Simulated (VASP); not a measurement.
# TaN (Fm-3m) in VASP: single point with PBEsol

Aim: the single point of TaN with PBEsol.

Everything below comes from runs of VASP 6.6.1. Logs are shortened: lines on timing, memory, paths and dates and some standing lists are left out, and cuts for length are marked.

### Step 1. The cell of the first run

It takes space group Fm-3m (No. 225, cubic). The conventional cell has a = 4.358 Å, b = 4.358 Å, c = 4.358 Å, α = 90.00°, β = 90.00°, γ = 90.00°. Within 2.9 Å of Ta (site symmetry m-3m) lie 6 N at 2.18 Å. Within 2.9 Å of N (site symmetry m-3m) lie 6 Ta at 2.18 Å.

### Step 2. Single point, PBEsol

INCAR

```
PREC = Accurate
ENCUT = 600
EDIFF = 1E-6
ISMEAR = 1
SIGMA = 0.15
LREAL = False
LASPH = True
NELM = 120
ALGO = Normal
ISIF = 2
LWAVE = False
LCHARG = True
GGA = PS
LELF = True
LVHAR = True
NBANDS = 78
GGA_COMPAT = False
```

KPOINTS

```
Automatic mesh
0
Gamma
  3 3 3
```

POSCAR

```
TaN
1.0
    0.0000000000      4.3580000000      4.3580000000
    4.3580000000      0.0000000000      4.3580000000
    4.3580000000      4.3580000000      0.0000000000
Ta N
8 8
Direct
    0.2500000000      0.2500000000      0.2500000000
    0.2500000000      0.2500000000      0.7500000000
    0.2500000000      0.7500000000      0.2500000000
    0.2500000000      0.7500000000      0.7500000000
    0.7500000000      0.2500000000      0.2500000000
    0.7500000000      0.2500000000      0.7500000000
    0.7500000000      0.7500000000      0.2500000000
    0.7500000000      0.7500000000      0.7500000000
    0.0000000000      0.0000000000      0.0000000000
    0.0000000000      0.0000000000      0.5000000000
    0.0000000000      0.5000000000      0.0000000000
    0.0000000000      0.5000000000      0.5000000000
    0.5000000000      0.0000000000      0.0000000000
    0.5000000000      0.0000000000      0.5000000000
    0.5000000000      0.5000000000      0.0000000000
    0.5000000000      0.5000000000      0.5000000000
```

Potentials or basis: VASP PAW PBE potentials, release 64 (Ta_pv, N).

On the command line:

```sh
cat potpaw_PBE.64/Ta_pv/POTCAR potpaw_PBE.64/N/POTCAR > POTCAR
mpirun -np 1 vasp_std > vasp.out
```

OUTCAR:

```text
PREC = Accurate
   ENCUT = 600
   EDIFF = 1E-6
   ISMEAR = 1
   LREAL = False
   LASPH = True
   NELM = 120
   ISIF = 2
   GGA = PS

 ion  position               nearest neighbor table
   1  0.250  0.250  0.250-  10 2.18  11 2.18  12 2.18  13 2.18  14 2.18  15 2.18   2 3.08   3 3.08
                             5 3.08   2 3.08   4 3.08   6 3.08   3 3.08   4 3.08   7 3.08   5 3.08
   2  0.250  0.250  0.750-   9 2.18  11 2.18  12 2.18  13 2.18  14 2.18  16 2.18   1 3.08   4 3.08
                             6 3.08   1 3.08   3 3.08   5 3.08   3 3.08   4 3.08   8 3.08   5 3.08
   3  0.250  0.750  0.250-   9 2.18  10 2.18  12 2.18  13 2.18  15 2.18  16 2.18   1 3.08   4 3.08
                             7 3.08   2 3.08   4 3.08   8 3.08   1 3.08   2 3.08   5 3.08   5 3.08
   4  0.250  0.750  0.750-   9 2.18  10 2.18  11 2.18  14 2.18  15 2.18  16 2.18   2 3.08   3 3.08
                             8 3.08   1 3.08   3 3.08   7 3.08   1 3.08   2 3.08   6 3.08   6 3.08
   5  0.750  0.250  0.250-   9 2.18  10 2.18  11 2.18  14 2.18  15 2.18  16 2.18   1 3.08   6 3.08
                             7 3.08   2 3.08   6 3.08   8 3.08   3 3.08   7 3.08   8 3.08   1 3.08
   6  0.750  0.250  0.750-   9 2.18  10 2.18  12 2.18  13 2.18  15 2.18  16 2.18   2 3.08   5 3.08
                             8 3.08   1 3.08   5 3.08   7 3.08   4 3.08   7 3.08   8 3.08   1 3.08
   7  0.750  0.750  0.250-   9 2.18  11 2.18  12 2.18  13 2.18  14 2.18  16 2.18   3 3.08   5 3.08
                             8 3.08   4 3.08   6 3.08   8 3.08   1 3.08   5 3.08   6 3.08   1 3.08
   8  0.750  0.750  0.750-  10 2.18  11 2.18  12 2.18  13 2.18  14 2.18  15 2.18   4 3.08   6 3.08
                             7 3.08   3 3.08   5 3.08   7 3.08   2 3.08   5 3.08   6 3.08   2 3.08
   9  0.000  0.000  0.000-   2 2.18   3 2.18   4 2.18   5 2.18   6 2.18   7 2.18
  10  0.000  0.000  0.500-   1 2.18   3 2.18   4 2.18   5 2.18   6 2.18   8 2.18
  11  0.000  0.500  0.000-   1 2.18   2 2.18   4 2.18   5 2.18   7 2.18   8 2.18
  12  0.000  0.500  0.500-   1 2.18   2 2.18   3 2.18   6 2.18   7 2.18   8 2.18
  13  0.500  0.000  0.000-   1 2.18   2 2.18   3 2.18   6 2.18   7 2.18   8 2.18
  14  0.500  0.000  0.500-   1 2.18   2 2.18   4 2.18   5 2.18   7 2.18   8 2.18
  15  0.500  0.500  0.000-   1 2.18   3 2.18   4 2.18   5 2.18   6 2.18   8 2.18
  16  0.500  0.500  0.500-   2 2.18   3 2.18   4 2.18   5 2.18   6 2.18   7 2.18

  LATTYP: Found a face centered cubic cell.
 ALAT       =     8.7160000000

  Lattice vectors:

 A1 = (   0.0000000000,   4.3580000000,   4.3580000000)
 A2 = (   4.3580000000,   0.0000000000,   4.3580000000)
 A3 = (   4.3580000000,   4.3580000000,   0.0000000000)

Analysis of symmetry for initial positions (statically):
=====================================================================
 Subroutine PRICEL returns following result:

  LATTYP: Found a face centered cubic cell.
 ALAT       =     4.3580000000

  Lattice vectors:

 A1 = (   0.0000000000,   2.1790000000,   2.1790000000)
 A2 = (   2.1790000000,   0.0000000000,   2.1790000000)
 A3 = (   2.1790000000,   2.1790000000,   0.0000000000)

   8 primitive cells build up your supercell.

 Routine SETGRP: Setting up the symmetry group for a
 face centered cubic supercell.

 Subroutine GETGRP returns: Found 48 space group operations
 (whereof 48 operations were pure point group operations)
 out of a pool of 48 trial point group operations.

The static configuration has the point symmetry O_h .

Analysis of symmetry for dynamics (positions and initial velocities):
=====================================================================
 Subroutine PRICEL returns following result:

  LATTYP: Found a face centered cubic cell.
 ALAT       =     4.3580000000

  Lattice vectors:

 A1 = (   0.0000000000,   2.1790000000,   2.1790000000)
 A2 = (   2.1790000000,   0.0000000000,   2.1790000000)
 A3 = (   2.1790000000,   2.1790000000,   0.0000000000)

   8 primitive cells build up your supercell.

 Routine SETGRP: Setting up the symmetry group for a
 face centered cubic supercell.

 Subroutine GETGRP returns: Found 48 space group operations
 (whereof 48 operations were pure point group operations)
 out of a pool of 48 trial point group operations.

The dynamic configuration has the point symmetry O_h .

 Subroutine INISYM returns: Found 48 space group operations
 (whereof 48 operations are pure point group operations),
 and found     8 'primitive' translations

----------------------------------------------------------------------------------------

                                     Primitive cell

  volume of cell :      20.6920

  direct lattice vectors                    reciprocal lattice vectors
     0.000000000  2.179000000  2.179000000    -0.229463056  0.229463056  0.229463056
     2.179000000  0.000000000  2.179000000     0.229463056 -0.229463056  0.229463056
     2.179000000  2.179000000  0.000000000     0.229463056  0.229463056 -0.229463056

  length of vectors
     3.081571352  3.081571352  3.081571352     0.397441672  0.397441672  0.397441672

  position of ions in fractional coordinates (direct lattice)
     0.500000000  0.500000000  0.500000000
     0.000000000  0.000000000  0.000000000

  ion indices of the primitive-cell ions
   primitive index   ion index
                 1           1
                 2           9

----------------------------------------------------------------------------------------

 KPOINTS: Automatic mesh

Automatic generation of k-mesh.
 Grid dimensions read from file:
 generate k-points for:    3    3    3

 Generating k-lattice:

  Cartesian coordinates                     Fractional coordinates (reciprocal lattice)
    -0.038243843  0.038243843  0.038243843     0.333333333  0.000000000  0.000000000
     0.038243843 -0.038243843  0.038243843     0.000000000  0.333333333  0.000000000
     0.038243843  0.038243843 -0.038243843     0.000000000  0.000000000  0.333333333

  Length of vectors
     0.066240279  0.066240279  0.066240279

  Shift w.r.t. Gamma in fractional coordinates (k-lattice)
     0.000000000  0.000000000  0.000000000

 Subroutine IBZKPT returns following result:
 ===========================================

 Found      4 irreducible k-points:

 Following reciprocal coordinates:
            Coordinates               Weight
  0.000000  0.000000  0.000000      1.000000
  0.333333  0.000000  0.000000      8.000000
  0.333333  0.333333  0.000000      6.000000
 -0.333333  0.333333  0.000000     12.000000
   k-points           NKPTS =      4   k-points in BZ     NKDIM =      4   number of bands    NBANDS=     78
   number of dos      NEDOS =    301   number of ions     NIONS =     16
   total plane-waves  NPLWV = 125000
   dimension x,y,z NGX =    50 NGY =   50 NGZ =   50
   dimension x,y,z NGXF=   100 NGYF=  100 NGZF=  100
   ions per type =               8   8
   NGX,Y,Z   is equivalent  to a cutoff of  13.49, 13.49, 13.49 a.u.
   NGXF,Y,Z  is equivalent  to a cutoff of  26.97, 26.97, 26.97 a.u.
 SYSTEM =  unknown system
   PREC   = accura    normal or accurate (medium, high low for compatibility)
   ISTART =      0    job   : 0-new  1-cont  2-samecut
   ICHARG =      2    charge: 1-file 2-atom 10-const
   ISPIN  =      1    spin polarized calculation?
   LNONCOLLINEAR =      F non collinear calculations
   LSORBIT =      F    spin-orbit coupling
   LASPH  =      T    aspherical Exc in radial PAW
   ENCUT  =  600.0 eV  44.10 Ry    6.64 a.u.  12.31 12.31 12.31*2*pi/ulx,y,z
   NELM   =    120;   NELMIN=  2; NELMDL= -5     # of ELM steps
   EDIFF  = 0.1E-05   stopping-criterion for ELM
   LREAL  =      F    real-space projection
   EDIFFG = 0.1E-04   stopping-criterion for IOM
   NSW    =      0    number of steps for IOM
   IBRION =     -1    ionic relax: 0-MD 1-quasi-New 2-CG
   NFREE  =      0    steps in history (QN), initial steepest desc. (CG)
   ISIF   =      2    stress and relaxation
   ISYM   =      2    0-nonsym 1-usesym 2-fastsym
   POTIM  = 0.5000    time-step for ionic-motion
   TEBEG  =    0.0;   TEEND  =   0.0 temperature during run
   PSTRESS=    0.0 pullay stress
   NELECT =     128.0000    total number of electrons
   NUPDOWN=      -1.0000    fix difference up-down
   EMIN   =  10.00;   EMAX   =-10.00  energy-range for DOS
   EFERMI =   0.00;   METHOD = LEGACY
   ISMEAR =     1;   SIGMA  =   0.15  broadening in eV -4-tet -1-fermi 0-gaus
   EFERMI_NEDOS =   21; number of points for ismear=-14 and -15
   IALGO  =     38    algorithm
   IMIX   =      4    mixing-type and parameters
     AMIX     =   0.40;   BMIX     =  1.00
     AMIX_MAG =   1.60;   BMIX_MAG =  1.00
  volume/ion in A,a.u.               =      10.35        69.82
  Fermi-wavevector in a.u.,A,eV,Ry     =   1.502615  2.839530 30.719922  2.257851
  Thomas-Fermi vector in A             =   2.613832
   LORBIT       =      0    0 simple, 1 ext, 2 COOP (PROOUT), +10 PAW based schemes
   GGA     = PS    functional components
   LHFCALC =     F    Hartree Fock is set to
   AEXX    =    0.0000 exact exchange contribution
   IVDW    =     0    specifies the selected vdW correction
   LEPSILON=     F    determine dielectric tensor
   LRPA    =     F    only Hartree local field effects (RPA)
 non-spin polarized calculation
 Methfessel and Paxton  Order N= 1 SIGMA  =   0.15
  energy-cutoff  :      600.00
  volume of cell :      165.54
 maximum number of plane-waves:      5577
 NGX is ok and might be reduce to    50
   NGX = 25   NGY = 25   NGZ = 25

 number of electron     128.0000020 magnetization

 Free energy of the ion-electron system (eV)
  ---------------------------------------------------
  ext. energy  EPLUGINS =         0.00000000
  ---------------------------------------------------
  free energy    TOTEN  =      -185.14097479 eV

  energy without entropy =     -185.12492002  energy(sigma->0) =     -185.13562320

 E-fermi :   9.7270     XC(G=0): -13.7400

 val. band max:        9.7143905933   @ k =   0.0000   0.0000   0.0000
 cond. band min:       9.7545365679   @ k =   0.3333   0.0000   0.0000
 fundamental gap:      0.0401459746
 Fermi energy:         9.7269607270

 k-point     1 :       0.0000    0.0000    0.0000
  band No.  band energies     occupation
      1     -26.9280      2.00000
      2     -26.9280      2.00000
      3     -26.9280      2.00000
      4     -26.9280      2.00000
      5     -26.7830      2.00000
      6     -26.7830      2.00000
[... 68 lines left out ...]
     75      11.7860     -0.00000
     76      11.7860     -0.00000

 k-point     2 :       0.3333    0.0000    0.0000
  band No.  band energies     occupation
      1     -26.8203      2.00000
      2     -26.8203      2.00000
      3     -26.8203      2.00000
      4     -26.7124      2.00000
      5     -26.7124      2.00000
      6     -26.7124      2.00000
[... 68 lines left out ...]
     75      12.0216     -0.00000
     76      12.0216     -0.00000

 k-point     3 :       0.3333    0.3333    0.0000
  band No.  band energies     occupation
      1     -26.7537      2.00000
      2     -26.7537      2.00000
      3     -26.7537      2.00000
      4     -26.7537      2.00000
      5     -26.6632      2.00000
      6     -26.6632      2.00000
[... 68 lines left out ...]
     75      11.4811     -0.00000
     76      11.6247     -0.00000

 k-point     4 :      -0.3333    0.3333    0.0000
  band No.  band energies     occupation
      1     -26.6849      2.00000
      2     -26.6849      2.00000
      3     -26.6607      2.00000
      4     -26.6607      2.00000
      5     -26.6045      2.00000
      6     -26.5561      2.00000
[... 68 lines left out ...]
     75      11.6544     -0.00000
     76      11.8417     -0.00000
 [bands above 76 left out]

------------------------ aborting loop because EDIFF is reached ----------------------------------------

  FORCE on cell =-STRESS in cart. coord.  units (eV):
  Direction    XX          YY          ZZ          XY          YZ          ZX
  --------------------------------------------------------------------------------------
  -------------------------------------------------------------------------------------
  Total        6.1324415      6.1324415      6.1324415      0.0000000      0.0000000     -0.0000000
  in kB       59.3543188     59.3543188     59.3543188      0.0000000      0.0000000     -0.0000000
  external PRESSURE =      59.3543188 kB  Pullay stress =       0.0000000 kB

 VOLUME and BASIS-vectors are now :
 -----------------------------------------------------------------------------
  energy-cutoff  :      600.00
  volume of cell :      165.54
      direct lattice vectors                 reciprocal lattice vectors
     0.000000000  4.358000000  4.358000000    -0.114731528  0.114731528  0.114731528
     4.358000000  0.000000000  4.358000000     0.114731528 -0.114731528  0.114731528
     4.358000000  4.358000000  0.000000000     0.114731528  0.114731528 -0.114731528

 POSITION                                       TOTAL-FORCE (eV/Angst)
 -----------------------------------------------------------------------------------
      2.17900      2.17900      2.17900         0.000000     -0.000000      0.000000
      4.35800      4.35800      2.17900         0.000000     -0.000000      0.000000
      4.35800      2.17900      4.35800        -0.000000      0.000000     -0.000000
      6.53700      4.35800      4.35800         0.000000      0.000000      0.000000
      2.17900      4.35800      4.35800        -0.000000     -0.000000     -0.000000
      4.35800      6.53700      4.35800         0.000000      0.000000      0.000000
[... 8 lines left out ...]
      2.17900      2.17900      4.35800        -0.000000      0.000000     -0.000000
      4.35800      4.35800      4.35800        -0.000000      0.000000     -0.000000
 -----------------------------------------------------------------------------------
    total drift:                               -0.000000     -0.000000     -0.000000

  FREE ENERGIE OF THE ION-ELECTRON SYSTEM (eV)
  ---------------------------------------------------
  free  energy   TOTEN  =      -185.1409747859 eV

  energy  without entropy=     -185.1249200197  energy(sigma->0) =     -185.13562320
```

Run time: 80 s. Hardware: 1 thread of Intel Xeon 6975P-C (Granite Rapids), shared host; peak memory 0.35 GiB.

Results:

| Quantity | Value |
| --- | --- |
| Free energy | -185.1410 eV |
| Pressure | 5.9 GPa |
| Band gap on the k mesh | zero (bands 64 and 65 overlap by 1.11 eV) |

Caveat: the k points lie up to 0.42 Å⁻¹ apart, too coarse for converged energies and pressures of a metal; the PAW data sets were made with another functional, which shifts forces and pressure a little; spin-orbit coupling is left out, which moves the levels of the heavy elements.

The gap in the log of VASP goes by the Fermi energy; the results here count the filled bands.